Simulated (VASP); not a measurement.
N2: single point with r2SCAN

N2, in a box:

```xyz
2
Lattice="9.0000 0.0000 0.0000 0.0000 9.5000 0.0000 0.0000 0.0000 10.0000" Properties=species:S:1:pos:R:3 pbc="T T T"
N     4.5000    4.7500    4.4536
N     4.5000    4.7500    5.5464
```

```yaml
Program: VASP 6.6.1
Task: single point
Functional: r2SCAN
Potentials_or_basis: VASP PAW PBE potentials, release 64 (N)
Cutoff: 520 eV
k_mesh: 1 × 1 × 1
Occupations: fermi-dirac, width 0.02 eV
Spin: no spin polarisation
```

- Largest force: 2.363 eV/Å
- Gap between the frontier levels: 9.09 eV

Forces on the atoms (eV/Å):
```
N    0.000  0.000 -2.363
N    0.000  0.000  2.363
```

Levels at points of the mesh, in eV from the valence-band top:
```tsv
k point	band 3	band 4	band 5	band 6	band 7	band 8
(0.00, 0.00, 0.00)	-1.38	-1.38	0.00	9.09	9.09	10.66
```

Run time: 110 s on 1 thread of AMD EPYC 9R45 96-Core Processor (Zen 5) (shared host), peak memory 0.83 GiB.

Caveat: the standard files for N, O and F lose accuracy on very short bonds; the PAW data sets were made with another functional, which shifts forces and pressure a little.
